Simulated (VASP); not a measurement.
# Al2Cu (Pmm2) in VASP: further runs, part 2 of 3

VASP 6.6.1. The steps go on from the part before.

## 3. Single point, PBEsol (mode 4 frozen in at -0.445 Å and mode 9 at +0.000 Å (largest displacements))

The input, INCAR:

```
PREC     = Accurate       # precision mode
ENCUT    = 520            # plane-wave cutoff, eV
EDIFF    = 1E-6           # SCF threshold, eV
ISMEAR   = 0              # smearing method
SIGMA    = 0.15           # smearing width, eV
LREAL    = False          # projectors in reciprocal space
LASPH    = True           # aspherical terms in the spheres
NELM     = 100            # most SCF steps
ALGO     = Fast           # electronic algorithm
ISIF     = 2              # what is computed and relaxed
LWAVE    = False          # write WAVECAR
LCHARG   = False          # write CHGCAR
GGA      = PS             # functional
NBANDS   = 16             # bands
```

The input, KPOINTS:

```
Automatic mesh
0
Gamma
  10 10 14
```

The input, POSCAR:

```
Al2Cu
1.0
    4.0842078946      0.0000000000      0.0000000000
    0.0000000000      4.0842078946      0.0000000000
    0.0000000000      0.0000000000      2.8458943809
Al Cu
2 1
Direct
    0.5074638706      0.0000000000      0.5000000000
   -0.1089562558      0.5000000000      0.5000000000
    0.0430935180      0.0000000000      0.0000000000
```

Potentials or basis: VASP PAW PBE potentials, release 64 (Al, Cu).

Run with:

```sh
$ cat potpaw_PBE.64/Al/POTCAR potpaw_PBE.64/Cu/POTCAR > POTCAR
$ mpirun -np 1 vasp_std > vasp.out
```

OUTCAR:

```text
PREC = Accurate
   ENCUT = 520
   EDIFF = 1E-6
   ISMEAR = 0
   LREAL = False
   LASPH = True
   NELM = 100
   ISIF = 2
   GGA = PS

 ion  position               nearest neighbor table
   1  0.507  0.000  0.500-   3 2.37   3 2.37   2 2.57   2 2.57   3 2.61   3 2.61   2 3.24   2 3.24

   2  0.891  0.500  0.500-   3 2.57   3 2.57   3 2.57   3 2.57   1 2.57   1 2.57   1 3.24   1 3.24

   3  0.043  0.000  0.000-   1 2.37   1 2.37   2 2.57   2 2.57   2 2.57   2 2.57   1 2.61   1 2.61

  LATTYP: Found a simple tetragonal cell.
 ALAT       =     4.0842078946
 C/A-ratio  =     0.6968044856

  Lattice vectors:

 A1 = (   4.0842078946,   0.0000000000,   0.0000000000)
 A2 = (   0.0000000000,   4.0842078946,   0.0000000000)
 A3 = (   0.0000000000,   0.0000000000,   2.8458943809)

Analysis of symmetry for initial positions (statically):
=====================================================================
 Subroutine PRICEL returns:
 Original cell was already a primitive cell.

 Routine SETGRP: Setting up the symmetry group for a
 simple tetragonal supercell.

 Subroutine GETGRP returns: Found  4 space group operations
 (whereof  4 operations were pure point group operations)
 out of a pool of 16 trial point group operations.

The static configuration has the point symmetry C_2v.

Analysis of symmetry for dynamics (positions and initial velocities):
=====================================================================
 Subroutine PRICEL returns:
 Original cell was already a primitive cell.

 Routine SETGRP: Setting up the symmetry group for a
 simple tetragonal supercell.

 Subroutine GETGRP returns: Found  4 space group operations
 (whereof  4 operations were pure point group operations)
 out of a pool of 16 trial point group operations.

The dynamic configuration has the point symmetry C_2v.

[... 112 lines left out ...]
   NUPDOWN=      -1.0000    fix difference up-down
   EMIN   =  10.00;   EMAX   =-10.00  energy-range for DOS
   EFERMI =   0.00;   METHOD = LEGACY
   ISMEAR =     0;   SIGMA  =   0.15  broadening in eV -4-tet -1-fermi 0-gaus
   EFERMI_NEDOS =   21; number of points for ismear=-14 and -15
   IALGO  =     68    algorithm
   IMIX   =      4    mixing-type and parameters
     AMIX     =   0.40;   BMIX     =  1.00
     AMIX_MAG =   1.60;   BMIX_MAG =  1.00
  volume/ion in A,a.u.               =      15.82       106.78
  Fermi-wavevector in a.u.,A,eV,Ry     =   1.162554  2.196908 18.388694  1.351531
  Thomas-Fermi vector in A             =   2.299113
   LORBIT       =      0    0 simple, 1 ext, 2 COOP (PROOUT), +10 PAW based schemes
   GGA     = PS    functional components
   LHFCALC =     F    Hartree Fock is set to
   AEXX    =    0.0000 exact exchange contribution
   IVDW    =     0    specifies the selected vdW correction
   LEPSILON=     F    determine dielectric tensor
   LRPA    =     F    only Hartree local field effects (RPA)
 non-spin polarized calculation
 RMM-DIIS sequential band-by-band and
 Gauss-broadening in eV      SIGMA  =   0.15
  energy-cutoff  :      520.00
  volume of cell :       47.47
 maximum number of plane-waves:      1294
   NGX = 15   NGY = 15   NGZ = 11

 number of electron      16.9999996 magnetization

 Free energy of the ion-electron system (eV)
  ---------------------------------------------------
  ext. energy  EPLUGINS =         0.00000000
  ---------------------------------------------------
  free energy    TOTEN  =       -12.22752010 eV

  energy without entropy =      -12.21477877  energy(sigma->0) =      -12.22114944

 E-fermi :   7.2231     XC(G=0): -10.5909

 val. band max:        7.2187085829   @ k =   0.0000   0.5000   0.3571
 cond. band min:       7.2336942417   @ k =   0.5000   0.1000   0.3571
 fundamental gap:      0.0149856588
 Fermi energy:         7.2231347948

 k-point     1 :       0.0000    0.0000    0.0000
  band No.  band energies     occupation
      1      -3.3936      2.00000
      2       1.9776      2.00000
      3       2.3704      2.00000
      4       3.0072      2.00000
      5       3.2464      2.00000
      6       3.3998      2.00000
[... 433 lines left out ...]
      3       2.1626      2.00000
      4       2.6634      2.00000
      5       3.0025      2.00000
      6       3.2194      2.00000
[... 8 lines left out ...]
     15      17.4601      0.00000
     16      19.2175      0.00000

 [... further k-points ...]
[... 5 lines left out ...]
  --------------------------------------------------------------------------------------
  -------------------------------------------------------------------------------------
  Total        1.9257734      1.0804692     -0.0295640      0.0000000      0.0000000      0.0000000
  in kB       64.9952046     36.4660332     -0.9977910      0.0000000      0.0000000      0.0000000
  external PRESSURE =      33.4878156 kB  Pullay stress =       0.0000000 kB

 VOLUME and BASIS-vectors are now :
 -----------------------------------------------------------------------------
  energy-cutoff  :      520.00
  volume of cell :       47.47
      direct lattice vectors                 reciprocal lattice vectors
     4.084207895  0.000000000  0.000000000     0.244845519  0.000000000  0.000000000
     0.000000000  4.084207895  0.000000000     0.000000000  0.244845519  0.000000000
     0.000000000  0.000000000  2.845894381     0.000000000  0.000000000  0.351383385

 POSITION                                       TOTAL-FORCE (eV/Angst)
 -----------------------------------------------------------------------------------
      2.07259      0.00000      1.42295        -0.174786      0.000000      0.000000
      3.63921      2.04210      1.42295         1.261512      0.000000      0.000000
      0.17600      0.00000      0.00000        -1.086726      0.000000      0.000000
 -----------------------------------------------------------------------------------
    total drift:                                0.000714      0.000000     -0.000009

  FREE ENERGIE OF THE ION-ELECTRON SYSTEM (eV)
  ---------------------------------------------------
  free  energy   TOTEN  =       -12.2275201037 eV

  energy  without entropy=      -12.2147787696  energy(sigma->0) =      -12.22114944
```

OSZICAR:

```text
N       E                     dE             d eps       ncg     rms          rms(c)
DAV:   1     0.589190214093E+02    0.58919E+02   -0.66276E+03  9224   0.116E+03
DAV:   2    -0.119133545466E+02   -0.70832E+02   -0.62975E+02  9728   0.203E+02
DAV:   3    -0.145688783402E+02   -0.26555E+01   -0.25866E+01 12632   0.432E+01
DAV:   4    -0.146272558461E+02   -0.58378E-01   -0.58353E-01 10888   0.550E+00
DAV:   5    -0.146303596167E+02   -0.31038E-02   -0.31037E-02 14848   0.143E+00    0.147E+01
RMM:   6    -0.168217741701E+02   -0.21914E+01   -0.38281E+01 11607   0.951E+01    0.128E+01
RMM:   7    -0.123455938043E+02    0.44762E+01   -0.10706E+01 10457   0.534E+01    0.181E+00
RMM:   8    -0.122295345146E+02    0.11606E+00   -0.89582E-01 10082   0.151E+01    0.102E+00
RMM:   9    -0.122263947448E+02    0.31398E-02   -0.86041E-02 11633   0.268E+00    0.349E-01
RMM:  10    -0.122284355486E+02   -0.20408E-02   -0.36537E-02 11886   0.254E+00    0.357E-01
RMM:  11    -0.122276393687E+02    0.79618E-03   -0.13408E-02 11934   0.170E+00    0.212E-01
RMM:  12    -0.122273702835E+02    0.26909E-03   -0.40318E-03 12188   0.805E-01    0.658E-02
RMM:  13    -0.122275006715E+02   -0.13039E-03   -0.16901E-03 14328   0.309E-01    0.100E-02
RMM:  14    -0.122275187731E+02   -0.18102E-04   -0.19454E-04 13832   0.105E-01    0.205E-02
RMM:  15    -0.122275189135E+02   -0.14042E-06   -0.24622E-05 13241   0.348E-02    0.860E-03
RMM:  16    -0.122275196615E+02   -0.74800E-06   -0.10256E-05 11345   0.463E-02    0.229E-02
RMM:  17    -0.122275201037E+02   -0.44216E-06   -0.24355E-06  8632   0.115E-02
   1 F= -.12227520E+02 E0= -.12221149E+02  d E =-.127413E-01
```

It took 96 s on 1 thread of Intel Xeon 6975P-C (Granite Rapids), shared host; peak memory 0.31 GiB.

Results:

```
Free energy   : -12.2275 eV
Pressure      : 3.3 GPa
Largest force : 1.262 eV/Å
```

Forces on the atoms (eV/Å):
```
Al  -0.175  0.000  0.000
Al   1.262  0.000  0.000
Cu  -1.087  0.000  0.000
```

Caveat: the cell differs from its parent crystal (mode 4 frozen in at -0.445 Å and mode 9 at +0.000 Å (largest displacements)); the PAW data sets were made with another functional, which shifts forces and pressure a little.

## 4. Single point, PBEsol (mode 4 frozen in at +0.000 Å and mode 9 at -0.136 Å (largest displacements))

The input, INCAR:

```
  ALGO = Fast
  EDIFF = 1E-7
  ENCUT = 520
  GGA = PS
  ISIF = 2
  ISMEAR = 0
  LASPH = T
  LCHARG = F
  LREAL = F
  LWAVE = F
  NBANDS = 16
  NELM = 80
  PREC = Accurate
  SIGMA = 0.15
```

The input, KPOINTS:

```
k-points
0
Gamma
  10 10 14
```

The input, POSCAR:

```
Al2Cu
1.0
    4.0842078946      0.0000000000      0.0000000000
    0.0000000000      4.0842078946      0.0000000000
    0.0000000000      0.0000000000      2.8458943809
Al Cu
2 1
Direct
    0.5000000000      0.0078029139      0.5000000000
    0.0000000000      0.4667010095      0.5000000000
    0.0000000000      0.0108255968      0.0000000000
```

Potentials or basis: VASP PAW PBE potentials, release 64 (Al, Cu).

Run with:

```sh
$ cat potpaw_PBE.64/Al/POTCAR potpaw_PBE.64/Cu/POTCAR > POTCAR
$ mpirun -np 1 vasp_std > vasp.out
```

OUTCAR:

```text
EDIFF = 1E-7
   ENCUT = 520
   GGA = PS
   ISIF = 2
   ISMEAR = 0
   LASPH = T
   LREAL = F
   NELM = 80
   PREC = Accurate

 ion  position               nearest neighbor table
   1  0.500  0.008  0.500-   3 2.49   3 2.49   3 2.49   3 2.49   2 2.77   2 2.77   2 3.01   2 3.01

   2  0.000  0.467  0.500-   3 2.34   3 2.34   3 2.64   3 2.64   1 2.77   1 2.77   1 3.01   1 3.01

   3  0.000  0.011  0.000-   2 2.34   2 2.34   1 2.49   1 2.49   1 2.49   1 2.49   2 2.64   2 2.64

  LATTYP: Found a simple tetragonal cell.
 ALAT       =     4.0842078946
 C/A-ratio  =     0.6968044856

  Lattice vectors:

 A1 = (   4.0842078946,   0.0000000000,   0.0000000000)
 A2 = (   0.0000000000,   4.0842078946,   0.0000000000)
 A3 = (   0.0000000000,   0.0000000000,   2.8458943809)

Analysis of symmetry for initial positions (statically):
=====================================================================
 Subroutine PRICEL returns:
 Original cell was already a primitive cell.

 Routine SETGRP: Setting up the symmetry group for a
 simple tetragonal supercell.

 Subroutine GETGRP returns: Found  4 space group operations
[... 163 lines left out ...]
  ---------------------------------------------------
  free energy    TOTEN  =       -12.41908275 eV

  energy without entropy =      -12.40916570  energy(sigma->0) =      -12.41412423

 E-fermi :   7.3169     XC(G=0): -10.5844

 val. band max:        7.3069952186   @ k =   0.2000   0.1000   0.5000
 cond. band min:       7.3274705273   @ k =  -0.2000   0.3000   0.2857
 fundamental gap:      0.0204753087
 Fermi energy:         7.3168505512

 k-point     1 :       0.0000    0.0000    0.0000
  band No.  band energies     occupation
      1      -3.4025      2.00000
      2       1.7522      2.00000
      3       2.2100      2.00000
      4       2.9169      2.00000
      5       3.1181      2.00000
      6       3.1491      2.00000
[... 433 lines left out ...]
      3       2.0196      2.00000
      4       2.5746      2.00000
      5       2.9146      2.00000
      6       3.1133      2.00000
[... 8 lines left out ...]
     15      17.5188      0.00000
     16      19.0653      0.00000

 [... further k-points ...]
[... 5 lines left out ...]
  --------------------------------------------------------------------------------------
  -------------------------------------------------------------------------------------
  Total        0.2923527      0.7831586      0.6336891      0.0000000      0.0000000      0.0000000
  in kB        9.8669584     26.4317459     21.3871223      0.0000000      0.0000000      0.0000000
  external PRESSURE =      19.2286089 kB  Pullay stress =       0.0000000 kB

 VOLUME and BASIS-vectors are now :
 -----------------------------------------------------------------------------
  energy-cutoff  :      520.00
  volume of cell :       47.47
      direct lattice vectors                 reciprocal lattice vectors
     4.084207895  0.000000000  0.000000000     0.244845519  0.000000000  0.000000000
     0.000000000  4.084207895  0.000000000     0.000000000  0.244845519  0.000000000
     0.000000000  0.000000000  2.845894381     0.000000000  0.000000000  0.351383385

 POSITION                                       TOTAL-FORCE (eV/Angst)
 -----------------------------------------------------------------------------------
      2.04210      0.03187      1.42295         0.000000     -0.405444      0.000000
      0.00000      1.90610      1.42295         0.000000      1.758383      0.000000
      0.00000      0.04421      0.00000         0.000000     -1.352939      0.000000
 -----------------------------------------------------------------------------------
    total drift:                                0.000000     -0.000021     -0.000014

  FREE ENERGIE OF THE ION-ELECTRON SYSTEM (eV)
  ---------------------------------------------------
  free  energy   TOTEN  =       -12.4190827504 eV

  energy  without entropy=      -12.4091657042  energy(sigma->0) =      -12.41412423
```

OSZICAR:

```text
N       E                     dE             d eps       ncg     rms          rms(c)
DAV:   1     0.616282274773E+02    0.61628E+02   -0.69597E+03  9280   0.112E+03
[... 12 lines left out ...]
RMM:  14    -0.124190495886E+02    0.11360E-03   -0.65021E-04 11958   0.331E-01    0.106E-02
RMM:  15    -0.124190835103E+02   -0.33922E-04   -0.33057E-04 13715   0.120E-01    0.195E-02
RMM:  16    -0.124190951516E+02   -0.11641E-04   -0.37455E-05 14003   0.537E-02    0.380E-02
RMM:  17    -0.124190832113E+02    0.11940E-04   -0.20848E-05 11601   0.685E-02    0.194E-02
RMM:  18    -0.124190826603E+02    0.55101E-06   -0.59183E-06 11727   0.222E-02    0.106E-02
RMM:  19    -0.124190828272E+02   -0.16686E-06   -0.17007E-06 11624   0.114E-02    0.115E-02
RMM:  20    -0.124190827504E+02    0.76727E-07   -0.34507E-07  8006   0.522E-03
   1 F= -.12419083E+02 E0= -.12414124E+02  d E =-.991705E-02
```

stdout:

```text
POSCAR found type information on POSCAR AlCu
 POSCAR found :  2 types and       3 ions
 scaLAPACK will be used
 -----------------------------------------------------------------------------
|                                                                             |
|                                                                             |
|     You enforced a specific xc type in the INCAR file but a different       |
|     I HOPE YOU KNOW WHAT YOU ARE DOING!                                     |
|                                                                             |
 -----------------------------------------------------------------------------

 LDA part: xc-table for (Slater+PW92), standard interpolation
 POSCAR, INCAR and KPOINTS ok, starting setup
 FFT: planning ... GRIDC
 FFT: planning ... GRID_SOFT
 FFT: planning ... GRID
 WAVECAR not read
 entering main loop
WARNING in EDDRMM: call to ZHEGV failed, returncode =   8  4     16
```

Run time: 1.9 min. Hardware: 1 thread of Intel Xeon 6975P-C (Granite Rapids), shared host; peak memory 0.32 GiB.

What came out:

* Free energy: -12.4191 eV
* Pressure: 1.9 GPa
* Largest force: 1.758 eV/Å

Forces in eV/Å, atoms in the order of the input:
```
Al   0.000 -0.405  0.000
Al   0.000  1.758  0.000
Cu   0.000 -1.353  0.000
```

Stress tensor (GPa, compression positive):
```
0.99 0.00 0.00
0.00 2.64 0.00
0.00 0.00 2.14
```

Levels at points of the mesh, in eV from the Fermi level:
```tsv
k point	band 7	band 8	band 9	band 10	band 11	band 12
(0.00, 0.00, 0.00)	-2.49	-2.40	-0.09	0.80	6.20	6.22
(0.50, 0.00, 0.00)	-4.19	-1.06	1.49	1.78	1.88	7.69
(0.00, 0.50, 0.00)	-4.16	-1.23	1.63	1.64	1.97	7.62
(0.50, 0.50, 0.00)	-4.22	-4.19	-2.47	8.53	8.59	9.39
(0.00, 0.00, 0.50)	-3.07	2.41	2.61	2.61	2.70	2.90
(0.50, 0.00, 0.50)	-3.13	-2.52	-1.66	3.76	4.04	4.23
(0.00, 0.50, 0.50)	-3.11	-2.42	-1.65	3.61	3.91	4.64
(0.50, 0.50, 0.50)	-2.34	-2.33	-0.86	-0.76	0.06	0.08
```

Caveat: the cell differs from its parent crystal (mode 4 frozen in at +0.000 Å and mode 9 at -0.136 Å (largest displacements)); the PAW data sets were made with another functional, which shifts forces and pressure a little.

(Continued in part 3 of 3.)
